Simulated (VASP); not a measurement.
Write the native input for VASP 6.6.1 that does the following.

```
Task                   : single point
Functional             : r2SCAN
Potentials or basis    : VASP PAW PBE potentials, release 64 (Si, Ni)
Cutoff                 : 520 eV
k mesh                 : 8 × 8 × 8
Occupations            : gaussian, width 0.1 eV
Spin                   : no spin polarisation
Dipole correction      : no
Further INCAR settings : ALGO = Normal; EDIFF = 1e-07; NBANDS = 38
```

SiNi:

```
Si Ni
1.0
     4.46481    0.00000    0.00000
     0.00000    4.46481    0.00000
     0.00000    0.00000    4.46481
Si Ni
4 4
Direct
  0.84692 0.84692 0.84692
  0.65308 0.15308 0.34692
  0.34692 0.65308 0.15308
  0.15308 0.34692 0.65308
  0.14873 0.14873 0.14873
  0.35127 0.85127 0.64873
  0.64873 0.35127 0.85127
  0.85127 0.64873 0.35127
```

One way to write it, as run:

POSCAR

```
SiNi
1.0
    4.4648149381      0.0000000000      0.0000000000
    0.0000000000      4.4648149381      0.0000000000
    0.0000000000      0.0000000000      4.4648149381
Si Ni
4 4
Direct
    0.8469210539      0.8469210539      0.8469210539
    0.6530789461      0.1530789461      0.3469210539
    0.3469210539      0.6530789461      0.1530789461
    0.1530789461      0.3469210539      0.6530789461
    0.1487251961      0.1487251961      0.1487251961
    0.3512748039      0.8512748039      0.6487251961
    0.6487251961      0.3512748039      0.8512748039
    0.8512748039      0.6487251961      0.3512748039
```

INCAR.step1

```
SYSTEM = SiNi
ALGO = Normal
EDIFF = 1E-4
ENCUT = 520
GGA = PE
ISMEAR = 0
LASPH = .TRUE.
LCHARG = .FALSE.
LREAL = .FALSE.
LWAVE = .TRUE.
NBANDS = 38
NELM = 80
PREC = Accurate
SIGMA = 0.1
```

INCAR.step2

```
SYSTEM = SiNi
ALGO = Normal
EDIFF = 1E-7
ENCUT = 520
ISIF = 2
ISMEAR = 0
ISTART = 1
LASPH = .TRUE.
LCHARG = .FALSE.
LMIXTAU = .TRUE.
LREAL = .FALSE.
LWAVE = .FALSE.
METAGGA = R2SCAN
NBANDS = 38
NELM = 80
PREC = Accurate
SIGMA = 0.1
```

KPOINTS

```
k-points
0
G
  8 8 8
  0 0 0
```

Potentials or basis: VASP PAW PBE potentials, release 64 (Si, Ni).

Run with:

```console
$ cat potpaw_PBE.64/Si/POTCAR potpaw_PBE.64/Ni/POTCAR > POTCAR
$ cp INCAR.step1 INCAR
$ mpirun -np 1 vasp_std > vasp.out
$ cp INCAR.step2 INCAR
$ mpirun -np 1 vasp_std > vasp.out
```

It gave:

* Pressure: 0.1 GPa
* Band gap on the k mesh: zero (bands 28 and 29 overlap by 1.34 eV)

Caveat: the PAW data sets were made with another functional, which shifts forces and pressure a little.

Run time: 13 min on 1 thread of Intel Xeon 8259CL, with other jobs on the host, peak memory 0.29 GiB.
